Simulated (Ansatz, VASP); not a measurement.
**Ta2N in VASP and in Ansatz**

Contents of INCAR:

```
SYSTEM = Ta2N
  PREC = Accurate
  ENCUT = 600
  EDIFF = 1E-6
  ISMEAR = 0
  SIGMA = 0.1
  LREAL = .FALSE.
  LASPH = .TRUE.
  NELM = 60
  ALGO = Normal
  ISIF = 3
  LWAVE = .FALSE.
  LCHARG = .FALSE.
  GGA = PE
  IBRION = 2
  NSW = 90
  EDIFFG = -0.04
```

KPOINTS

```
regular mesh
0
G
  8 8 8
  0 0 0
```

File POSCAR:

```
Ta2N
1.0
   -1.4765856484      1.4765856484      4.8043987408
    1.4765856484     -1.4765856484      4.8043987408
    1.4765856484      1.4765856484     -4.8043987408
Ta N
2 1
Direct
    0.3400000000      0.3400000000      0.0000000000
    0.6600000000      0.6600000000      0.0000000000
    0.0000000000      0.0000000000      0.0000000000
```

Input for Ansatz:

```yaml
crystal:
  lattice:
    - [-1.4765856484, 1.4765856484, 4.8043987408]
    - [1.4765856484, -1.4765856484, 4.8043987408]
    - [1.4765856484, 1.4765856484, -4.8043987408]
  atoms:
    - { symbol: Ta, position: [0.34, 0.34, 0.0] }
    - { symbol: Ta, position: [0.66, 0.66, 0.0] }
    - { symbol: "N", position: [0.0, 0.0, 0.0] }
basis:
  ecutwfc: 420
kpoints:
  mp_grid: { grid: [8, 8, 8] }
hamiltonian:
  xc: pbe
scf:
  occupations: { method: gaussian, width: 0.1 }
  lower_state_search: "off"
output:
  forces: true
  stress: true
  eigenvalues: true
relax:
  adjacent_minimum: "off"
  f_tol: 0.04
  max_steps: 70
  cell: { stress_tol: 0.4 }
```

Alike in both runs: task relaxation of cell and atoms; functional PBE; k mesh 8 × 8 × 8; occupations gaussian, width 0.1 eV; no spin polarisation.

|  | VASP | Ansatz |
| --- | --- | --- |
| version | VASP 6.6.1 | Ansatz 0.2.0 |
| potentials or method | VASP PAW PBE potentials, release 64 (Ta_pv, N), cutoff 600 eV | scalar-relativistic, plane waves, PAW |
| valence electrons in the cell | 27 | 31 |

```csv
,VASP,Ansatz,Ansatz less VASP
"gap on the k mesh at the Fermi level, each at its own relaxed structure (eV)",none,none,-
relaxed volume (Å³/atom),13.20,13.17,-0.025
relaxed cell length with the largest relative difference (Å),5.500,5.493,-0.0063
```

A gap of «none» marks a metal or a gap that the smearing closes. VASP's potentials hold 27 valence electrons a cell and Ansatz's 31, so a difference there can come from the potentials and not from the codes.

The k mesh is coarse, so the values compare programs but aren't converged. Neither program's run includes spin-orbit coupling.
